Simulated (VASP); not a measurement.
# Cd2HgS3 in VASP: a series of runs

The runs below take Cd2HgS3 through single point, with PBE.

Everything below comes from runs of VASP 6.6.1. Logs are shortened: lines on timing, memory, paths and dates and some standing lists are left out, and cuts for length are marked.

### 1 The cell of the first run

Symmetry: C2, No. 5, monoclinic system. Conventional cell: a = 7.246 Å, b = 4.111 Å, c = 9.755 Å, α = 90.00°, β = 96.53°, γ = 90.00°. Within 3.5 Å of Cd (site symmetry 1) lie 5 S at 2.57 to 3.46 Å. Hg (site symmetry 2) has 2 S at 2.38 Å within 3.1 Å. Within 3.4 Å of S (site symmetry 2) lie 4 Cd at 2.57 to 2.68 Å. S (site symmetry 1) has 1 Hg at 2.38 Å and 2 Cd at 2.57 to 2.62 Å within 3.1 Å.

### 2 Single point, PBE

INCAR

```
ALGO     = Normal         # electronic algorithm
EDIFF    = 1E-7           # SCF threshold, eV
ENCUT    = 520            # plane-wave cutoff, eV
GGA      = PE             # functional
ISIF     = 2              # what is computed and relaxed
ISMEAR   = 0              # smearing method
LASPH    = T              # aspherical terms in the spheres
LCHARG   = F              # write CHGCAR
LREAL    = F              # projectors in reciprocal space
LWAVE    = F              # write WAVECAR
NBANDS   = 36             # bands
NELM     = 80             # most SCF steps
PREC     = Accurate       # precision mode
SIGMA    = 0.1            # smearing width, eV
```

KPOINTS

```
k-points
0
Gamma
  6 6 2
```

POSCAR

```
Cd2HgS3
1.0
    3.6231777000     -2.0553410000      0.0000000000
    3.6231777000      2.0553410000      0.0000000000
   -1.1097476000      0.0000000000      9.6919747000
Cd Hg S
2 1 3
Direct
    0.9988820000      0.5943710000      0.1631690000
    0.4056290000      0.0011180000      0.8368310000
    0.6919950000      0.3080050000      0.5000000000
    0.4840040000      0.5159960000      0.0000000000
    0.9588240000      0.5393350000      0.6815380000
    0.4606650000      0.0411760000      0.3184620000
```

Potentials or basis: VASP PAW PBE potentials, release 64 (Cd, Hg, S).

Started as:

```sh
> cat potpaw_PBE.64/Cd/POTCAR potpaw_PBE.64/Hg/POTCAR potpaw_PBE.64/S/POTCAR > POTCAR
> mpirun -np 1 vasp_std > vasp.out
```

OUTCAR:

```text
EDIFF = 1E-7
   ENCUT = 520
   GGA = PE
   ISIF = 2
   ISMEAR = 0
   LASPH = T
   LREAL = F
   NELM = 80
   PREC = Accurate

 ion  position               nearest neighbor table
   1  0.999  0.594  0.163-   4 2.57   6 2.57   6 2.62   4 2.68
   2  0.406  0.001  0.837-   4 2.57   5 2.57   5 2.62   4 2.68
   3  0.692  0.308  0.500-   5 2.38   6 2.38   6 3.33   5 3.33
   4  0.484  0.516  0.000-   1 2.57   2 2.57   1 2.68   2 2.68
   5  0.959  0.539  0.682-   3 2.38   2 2.57   2 2.62   3 3.33
   6  0.461  0.041  0.318-   3 2.38   1 2.57   1 2.62   3 3.33

  LATTYP: Found a base centered monoclinic cell.
 ALAT       =     7.2463554000
 B/A-ratio  =     0.5672757922
 C/A-ratio  =     1.3462356270
 COS(beta)  =    -0.1137584077

  Lattice vectors:

 A1 = (   3.6231777000,  -2.0553410000,   0.0000000000)
 A2 = (   3.6231777000,   2.0553410000,   0.0000000000)
 A3 = (  -1.1097476000,   0.0000000000,   9.6919747000)

Analysis of symmetry for initial positions (statically):
=====================================================================
 Subroutine PRICEL returns:
 Original cell was already a primitive cell.

 Routine SETGRP: Setting up the symmetry group for a
 base centered monoclinic supercell.

 Subroutine GETGRP returns: Found  2 space group operations
 (whereof  2 operations were pure point group operations)
 out of a pool of  4 trial point group operations.

The static configuration has the point symmetry C_2 .

Analysis of symmetry for dynamics (positions and initial velocities):
=====================================================================
 Subroutine PRICEL returns:
 Original cell was already a primitive cell.

 Routine SETGRP: Setting up the symmetry group for a
 base centered monoclinic supercell.

 Subroutine GETGRP returns: Found  2 space group operations
 (whereof  2 operations were pure point group operations)
 out of a pool of  4 trial point group operations.

The dynamic configuration has the point symmetry C_2 .

 Subroutine INISYM returns: Found  2 space group operations
 (whereof  2 operations are pure point group operations),
 and found     1 'primitive' translations

----------------------------------------------------------------------------------------

                                     Primitive cell

  volume of cell :     144.3497

  direct lattice vectors                    reciprocal lattice vectors
     3.623177700 -2.055341000  0.000000000     0.138000408 -0.243268635  0.015801282
     3.623177700  2.055341000  0.000000000     0.138000408  0.243268635  0.015801282
    -1.109747600  0.000000000  9.691974700     0.000000000  0.000000000  0.103178148

  length of vectors
     4.165554378  4.165554378  9.755301806     0.280131080  0.280131080  0.103178148

  position of ions in fractional coordinates (direct lattice)
     0.998882000  0.594371000  0.163169000
     0.405629000  0.001118000  0.836831000
     0.691995000  0.308005000  0.500000000
     0.484004000  0.515996000  0.000000000
     0.958824000  0.539335000  0.681538000
     0.460665000  0.041176000  0.318462000

  ion indices of the primitive-cell ions
   primitive index   ion index
                 1           1
                 2           2
                 3           3
                 4           4
                 5           5
                 6           6

----------------------------------------------------------------------------------------

 KPOINTS: k-points

Automatic generation of k-mesh.
 Grid dimensions read from file:
 generate k-points for:    6    6    2

 Generating k-lattice:

  Cartesian coordinates                     Fractional coordinates (reciprocal lattice)
     0.023000068 -0.040544773  0.002633547     0.166666667  0.000000000 -0.000000000
     0.023000068  0.040544773  0.002633547     0.000000000  0.166666667 -0.000000000
     0.000000000  0.000000000  0.051589074     0.000000000  0.000000000  0.500000000

  Length of vectors
     0.046688513  0.046688513  0.051589074

  Shift w.r.t. Gamma in fractional coordinates (k-lattice)
     0.000000000  0.000000000  0.000000000

 Subroutine IBZKPT returns following result:
 ===========================================

 Found     26 irreducible k-points:

 Following reciprocal coordinates:
            Coordinates               Weight
  0.000000  0.000000  0.000000      1.000000
  0.166667  0.000000  0.000000      4.000000
  0.333333  0.000000  0.000000      4.000000
  0.500000  0.000000  0.000000      2.000000
  0.166667  0.166667  0.000000      2.000000
  0.333333  0.166667  0.000000      4.000000
[... 16 lines left out ...]
  0.333333  0.333333  0.500000      2.000000
  0.500000  0.333333  0.500000      4.000000
 [... further k-points ...]
   k-points           NKPTS =     26   k-points in BZ     NKDIM =     26   number of bands    NBANDS=     36
   number of dos      NEDOS =    301   number of ions     NIONS =      6
   total plane-waves  NPLWV =  81920
[... 30 lines left out ...]
   ISMEAR =     0;   SIGMA  =   0.10  broadening in eV -4-tet -1-fermi 0-gaus
   EFERMI_NEDOS =   21; number of points for ismear=-14 and -15
   IALGO  =     38    algorithm
   IMIX   =      4    mixing-type and parameters
     AMIX     =   0.40;   BMIX     =  1.00
     AMIX_MAG =   1.60;   BMIX_MAG =  1.00
  volume/ion in A,a.u.               =      24.06       162.35
  Fermi-wavevector in a.u.,A,eV,Ry     =   1.179598  2.229118 18.931857  1.391452
  Thomas-Fermi vector in A             =   2.315906
   LORBIT       =      0    0 simple, 1 ext, 2 COOP (PROOUT), +10 PAW based schemes
   GGA     = PE    functional components
   LHFCALC =     F    Hartree Fock is set to
   AEXX    =    0.0000 exact exchange contribution
   IVDW    =     0    specifies the selected vdW correction
   LEPSILON=     F    determine dielectric tensor
   LRPA    =     F    only Hartree local field effects (RPA)
 non-spin polarized calculation
 Gauss-broadening in eV      SIGMA  =   0.10
  energy-cutoff  :      520.00
  volume of cell :      144.35
 maximum number of plane-waves:      3914
   NGX = 15   NGY = 15   NGZ = 37

 number of electron      54.0000004 magnetization

 Free energy of the ion-electron system (eV)
  ---------------------------------------------------
  ext. energy  EPLUGINS =         0.00000000
  ---------------------------------------------------
  free energy    TOTEN  =       -16.40939252 eV

  energy without entropy =      -16.40939252  energy(sigma->0) =      -16.40939252

 E-fermi :   2.1365     XC(G=0):  -9.5470

 val. band max:        1.7141144031   @ k =   0.0000   0.0000   0.5000
 cond. band min:       2.7615057014   @ k =   0.0000   0.0000   0.0000
 fundamental gap:      1.0473912983
 Fermi energy:         2.1364749607

 k-point     1 :       0.0000    0.0000    0.0000
  band No.  band energies     occupation
      1     -10.9029      2.00000
      2     -10.1863      2.00000
      3     -10.0511      2.00000
      4      -6.0733      2.00000
      5      -5.8762      2.00000
      6      -5.8595      2.00000
[... 28 lines left out ...]
     35       8.8867      0.00000
     36       9.8476      0.00000

 k-point     2 :       0.1667    0.0000    0.0000
  band No.  band energies     occupation
      1     -10.7944      2.00000
      2     -10.1633      2.00000
      3      -9.9890      2.00000
      4      -6.0352      2.00000
      5      -5.8747      2.00000
      6      -5.8602      2.00000
[... 28 lines left out ...]
     35       9.0291      0.00000
     36       9.4569      0.00000

 k-point     3 :       0.3333    0.0000    0.0000
  band No.  band energies     occupation
      1     -10.5682      2.00000
      2     -10.0984      2.00000
      3      -9.8754      2.00000
      4      -5.9634      2.00000
      5      -5.8927      2.00000
      6      -5.8356      2.00000
[... 28 lines left out ...]
     35       8.8919      0.00000
     36       9.4622      0.00000
[... 742 lines left out ...]
 k-point    23 :       0.3333    0.3333    0.5000
  band No.  band energies     occupation
      1     -10.5234      2.00000
      2     -10.1429      2.00000
      3      -9.8944      2.00000
      4      -5.9951      2.00000
      5      -5.9432      2.00000
      6      -5.8644      2.00000
[... 28 lines left out ...]
     35       8.7196      0.00000
     36       8.9243      0.00000

 k-point    24 :       0.5000    0.3333    0.5000
  band No.  band energies     occupation
      1     -10.4196      2.00000
      2     -10.0466      2.00000
      3      -9.8839      2.00000
      4      -5.9929      2.00000
      5      -5.8922      2.00000
      6      -5.8551      2.00000
[... 28 lines left out ...]
     35       8.6280      0.00000
     36       9.0870      0.00000

 [... further k-points ...]

------------------------ aborting loop because EDIFF is reached ----------------------------------------

  FORCE on cell =-STRESS in cart. coord.  units (eV):
  Direction    XX          YY          ZZ          XY          YZ          ZX
  --------------------------------------------------------------------------------------
  -------------------------------------------------------------------------------------
  Total        0.3295765      0.2390892      0.3841285      0.0000000      0.0000000      0.0924319
  in kB        3.6580619      2.6537181      4.2635492      0.0000000      0.0000000      1.0259270
  external PRESSURE =       3.5251097 kB  Pullay stress =       0.0000000 kB

 VOLUME and BASIS-vectors are now :
 -----------------------------------------------------------------------------
  energy-cutoff  :      520.00
  volume of cell :      144.35
      direct lattice vectors                 reciprocal lattice vectors
     3.623177700 -2.055341000  0.000000000     0.138000408 -0.243268635  0.015801282
     3.623177700  2.055341000  0.000000000     0.138000408  0.243268635  0.015801282
    -1.109747600  0.000000000  9.691974700     0.000000000  0.000000000  0.103178148

 POSITION                                       TOTAL-FORCE (eV/Angst)
 -----------------------------------------------------------------------------------
      5.59156     -0.83141      1.58143         0.004108     -0.000030     -0.000724
      0.54505     -0.83141      8.11054        -0.004108     -0.000030      0.000724
      3.06830     -0.78923      4.84599        -0.000000      0.003704      0.000000
      3.62318      0.06575      0.00000        -0.000000     -0.010506      0.000000
      4.67176     -0.86219      6.60545         0.052087      0.003431      0.020396
      1.46485     -0.86219      3.08653        -0.052087      0.003431     -0.020396
 -----------------------------------------------------------------------------------
    total drift:                               -0.000000     -0.000640     -0.000000

  FREE ENERGIE OF THE ION-ELECTRON SYSTEM (eV)
  ---------------------------------------------------
  free  energy   TOTEN  =       -16.4093925189 eV

  energy  without entropy=      -16.4093925189  energy(sigma->0) =      -16.40939252
```

Wall time 3.8 min (1 thread of Intel Xeon 8259CL, shared host); peak memory 0.35 GiB.

What came out:

* Free energy: -16.4094 eV
* Pressure: 0.4 GPa
* Largest force: 0.056 eV/Å
* Band gap on the k mesh: 1.05 eV (least direct gap 1.10 eV)

Forces on the atoms (eV/Å):
```
Cd   0.004  0.000 -0.001
Cd  -0.004  0.000  0.001
Hg   0.000  0.004  0.000
S    0.000 -0.011  0.000
S    0.052  0.003  0.020
S   -0.052  0.003 -0.020
```

Stress tensor (GPa, compression positive):
```
0.37 0.00 0.10
0.00 0.27 0.00
0.10 0.00 0.43
```

Caveat: spin-orbit coupling is left out, which moves the levels of the heavy elements. A k mesh can miss the band edges.

### 3 Single point, PBE

This run uses another cell than the first one: it holds 12 atoms, not 6.

INCAR

```
SYSTEM = Cd2HgS3
PREC     = Accurate       ! precision mode
ENCUT    = 520            ! plane-wave cutoff, eV
EDIFF    = 1E-6           ! SCF threshold, eV
ISMEAR   = 0              ! smearing method
SIGMA    = 0.1            ! smearing width, eV
LREAL    = .False.        ! projectors in reciprocal space
LASPH    = .True.         ! aspherical terms in the spheres
NELM     = 60             ! most SCF steps
ALGO     = Normal         ! electronic algorithm
ISIF     = 2              ! what is computed and relaxed
LWAVE    = .False.        ! write WAVECAR
LCHARG   = .True.         ! write CHGCAR
GGA      = PE             ! functional
LELF     = .True.         ! ELF
LVHAR    = .True.       
NBANDS   = 66             ! bands
```

KPOINTS

```
Automatic mesh
0
Gamma
  4 2 2
  0 0 0
```

POSCAR

```
Cd2HgS3
1.0
    3.6231777000      2.0553410000      0.0000000000
    3.6231777000     -6.1660230000      0.0000000000
    1.1097476000      0.0000000000     -9.6919747000
Cd Hg S
4 2 6
Direct
    0.0938120000      0.4994410000      0.8368310000
    0.5938120000      0.9994410000      0.8368310000
    0.2039325000      0.2028145000      0.1631690000
    0.7039325000      0.7028145000      0.1631690000
    0.6540025000      0.3459975000      0.5000000000
    0.1540025000      0.8459975000      0.5000000000
    0.7579980000      0.2420020000      0.0000000000
    0.2579980000      0.7420020000      0.0000000000
    0.0187470000      0.4794120000      0.3184620000
    0.5187470000      0.9794120000      0.3184620000
    0.2715085000      0.2303325000      0.6815380000
    0.7715085000      0.7303325000      0.6815380000
```

Potentials or basis: VASP PAW PBE potentials, release 64 (Cd, Hg, S).

Started as:

```sh
> cat potpaw_PBE.64/Cd/POTCAR potpaw_PBE.64/Hg/POTCAR potpaw_PBE.64/S/POTCAR > POTCAR
> mpirun -np 1 vasp_std > vasp.out
```

It took 8.3 min on 1 thread of Intel Xeon 8259CL, shared host; peak memory 0.47 GiB.

Results (log left out):

```yaml
Free_energy: -32.7912 eV
Pressure: 0.4 GPa
Largest_force: 0.055 eV/Å
Band_gap_on_the_k_mesh: 1.05 eV
```

Forces on the atoms (eV/Å):
```
Cd   0.004  0.001 -0.008
Cd   0.004  0.001 -0.008
Cd  -0.006  0.002  0.005
Cd  -0.006  0.002  0.005
Hg  -0.002  0.005  0.000
Hg  -0.002  0.005  0.000
S    0.004 -0.010 -0.001
S    0.004 -0.010 -0.001
S    0.052  0.001  0.017
S    0.052  0.001  0.017
S   -0.051  0.002 -0.014
S   -0.051  0.002 -0.014
```

Stress tensor (GPa, compression positive):
```
0.44 0.04 0.10
0.04 0.31 0.00
0.10 0.00 0.39
```

Levels at points of the mesh, in eV from the valence-band top:
```tsv
k point	band 52	band 53	band 54	band 55	band 56	band 57
(0.00, 0.00, 0.00)	-0.40	-0.30	-0.05	1.05	2.25	3.15
(0.50, 0.00, 0.00)	-1.25	-0.56	-0.56	2.76	2.76	3.17
(0.00, 0.50, 0.00)	-0.58	-0.31	-0.31	2.50	2.50	3.48
(0.50, 0.50, 0.00)	-0.71	-0.71	-0.44	2.00	2.25	3.00
(0.00, 0.00, 0.50)	-0.35	-0.25	0.00	2.05	2.27	2.56
(0.50, 0.00, 0.50)	-1.15	-0.41	-0.41	2.85	2.85	3.46
(0.00, 0.50, 0.50)	-0.68	-0.39	-0.39	2.60	2.60	3.36
(0.50, 0.50, 0.50)	-0.73	-0.69	-0.59	2.12	2.27	2.74
```

Caveat: the k points lie up to 0.44 Å⁻¹ apart; spin-orbit coupling is left out, which moves the levels of the heavy elements. A k mesh can miss the band edges.

### 4 Single point, PBE

This run uses another cell than the first one: it holds 12 atoms, not 6.

INCAR

```
  PREC = Accurate
  ENCUT = 520
  EDIFF = 1E-6
  ISMEAR = 0
  SIGMA = 0.1
  LREAL = False
  LASPH = True
  NELM = 100
  ALGO = Normal
  ISIF = 2
  LWAVE = False
  LCHARG = True
  GGA = PE
  LELF = True
  LVHAR = True
  NBANDS = 66
```

KPOINTS

```
Automatic mesh
0
Gamma
  4 2 2
```

POSCAR

```
Cd2HgS3
1.0
    3.6347797605      2.0625969733     -0.0036341126
    3.6202612467     -6.1623084297     -0.0006802896
    1.1198197182      0.0053668836     -9.6850822752
Cd Hg S
4 2 6
Direct
    0.0971640062      0.5007689125      0.8370917127
    0.5955718577      1.0007790212      0.8363138532
    0.2050529552      0.2017623627      0.1625290634
    0.7035235014      0.7018073044      0.1629538146
    0.6522021692      0.3455261120      0.4995407732
    0.1511824505      0.8452934170      0.4996656223
    0.7590574516      0.2425934180      0.0003141984
    0.2587307672      0.7431933408      0.0005117886
    0.0175731723      0.4787489306      0.3182237134
    0.5173610159      0.9788131518      0.3188068718
    0.2713721353      0.2306731641      0.6819074036
    0.7712095175      0.7300398650      0.6821411851
```

Started as:

```sh
> cat potpaw_PBE.64/Cd/POTCAR potpaw_PBE.64/Hg/POTCAR potpaw_PBE.64/S/POTCAR > POTCAR
> mpirun -np 1 vasp_std > vasp.out
```

It took 8.1 min on 1 thread of Intel Xeon 8259CL, shared host; peak memory 0.47 GiB.

It converged, with:

```
Free energy            : -32.7918 eV
Pressure               : 0.3 GPa
Largest force          : 0.059 eV/Å
Band gap on the k mesh : 1.06 eV
```

Forces in eV/Å, atoms in the order of the input:
```
Cd  -0.007  0.000  0.002
Cd   0.002  0.005 -0.013
Cd  -0.008 -0.005 -0.005
Cd   0.001 -0.003  0.001
Hg   0.001  0.007 -0.001
Hg   0.005  0.006  0.000
S    0.005 -0.007  0.008
S    0.000 -0.011  0.002
S    0.053  0.002  0.023
S    0.052  0.002  0.029
S   -0.054 -0.001 -0.022
S   -0.052  0.004 -0.025
```

Stress tensor (GPa, compression positive):
```
0.35 0.00 0.14
0.00 0.23 0.00
0.14 0.00 0.40
```

Levels at points of the mesh, in eV from the valence-band top:
```tsv
k point	band 52	band 53	band 54	band 55	band 56	band 57
(0.00, 0.00, 0.00)	-0.39	-0.29	-0.05	1.06	2.27	3.13
(0.50, 0.00, 0.00)	-1.23	-0.55	-0.55	2.77	2.78	3.19
(0.00, 0.50, 0.00)	-0.59	-0.31	-0.30	2.51	2.52	3.47
(0.50, 0.50, 0.00)	-0.71	-0.69	-0.43	2.02	2.27	3.01
(0.00, 0.00, 0.50)	-0.35	-0.25	0.00	2.05	2.28	2.57
(0.50, 0.00, 0.50)	-1.14	-0.40	-0.40	2.87	2.88	3.47
(0.00, 0.50, 0.50)	-0.67	-0.39	-0.39	2.61	2.62	3.36
(0.50, 0.50, 0.50)	-0.71	-0.66	-0.58	2.13	2.29	2.76
```

Caveat: the k points lie up to 0.44 Å⁻¹ apart; spin-orbit coupling is left out, which moves the levels of the heavy elements. A k mesh can miss the band edges.

### 5 The runs side by side

| cell | k mesh | gap on the mesh (eV) | pressure (GPa) | largest force (eV/Å) |
| --- | --- | --- | --- | --- |
| a = 4.166, b = 4.166, c = 9.755 Å, angles 95.7, 95.7, 59.1°, 6 atoms, atomic positions A | 6 × 6 × 2 | 1.05 | 0.4 | 0.06 |
| a = 4.166, b = 7.152, c = 9.755 Å, angles 86.7, 84.3, 89.1°, 12 atoms, atomic positions B | 4 × 2 × 2 | 1.05 | 0.4 | 0.05 |
| a = 4.179, b = 7.147, c = 9.750 Å, angles 86.7, 84.2, 89.1°, 12 atoms, atomic positions C | 4 × 2 × 2 | 1.06 | 0.3 | 0.06 |

Alike in all rows: task single point; level PBE; potentials or basis VASP PAW PBE potentials, release 64 (Cd, Hg, S); no spin polarisation; cutoff (eV) 520; smearing gaussian 0.1 eV.

Caveats: some runs use coarse meshes; spin-orbit coupling is left out, which moves the levels of the heavy elements.

Total energies depend on the potentials used, so only differences within one code and one set of settings carry meaning.
